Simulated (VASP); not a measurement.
Input of a VASP 6.6.1 run:

The input INCAR:

```
  PREC = Accurate
  ENCUT = 520
  EDIFF = 1E-6
  ISMEAR = 1
  SIGMA = 0.15
  LREAL = False
  LASPH = True
  NELM = 60
  ALGO = Normal
  ISIF = 2
  LWAVE = False
  LCHARG = False
  LDIPOL = True
  IDIPOL = 3
  DIPOL = 0.5 0.5 0.500
  GGA = PS
  IBRION = 2
  NSW = 50
  EDIFFG = -0.03
```

KPOINTS

```
Automatic mesh
0
Gamma
  7 7 1
```

Contents of POSCAR:

```
Pt
1.0
    2.7731313745      0.0000000000      0.0000000000
    0.0000000000      2.7731313745      0.0000000000
    0.0000000000      0.0000000000     23.8436000000
Pt
5
Selective dynamics
Direct
    0.0000000000      0.0000000000      0.3355198041  F F F
    0.5000000000      0.5000000000      0.4177599020  F F F
    1.0000000000      0.0000000000      0.5000000000  T T T
    0.5000000000      0.5000000000      0.5822400980  T T T
    1.0000000000      0.0000000000      0.6644801959  T T T
```

Potentials or basis: VASP PAW PBE potentials, release 64 (Pt).

Run with:

```sh
$ cat potpaw_PBE.64/Pt/POTCAR > POTCAR
$ mpirun -np 1 vasp_std > vasp.out
```

Q: What does it give for the energy gained by relaxing?

A: 2.6 meV/atom.

Q: Estimate the band gap on the k mesh.

A: Zero (bands 25 and 26 overlap by 1.16 eV).

Step by step:
```tsv
step	energy change (eV)	largest force on free atoms (eV/Å)	pressure (GPa)
1	0.0000	0.3558	-3.86
2	-0.0053	0.1797	-3.68
3	-0.0060	0.1586	-3.58
4	-0.0076	0.1172	-3.47
5	-0.0085	0.1063	-3.36
6	-0.0085	0.1402	-3.32
7	-0.0100	0.1129	-3.22
8	-0.0122	0.0541	-2.98
9	-0.0120	0.0786	-2.48
10	-0.0129	0.0141	-2.77
```

Caveat: the PAW data sets were made with another functional, which shifts forces and pressure a little; spin-orbit coupling is left out, which moves the levels of the heavy elements.
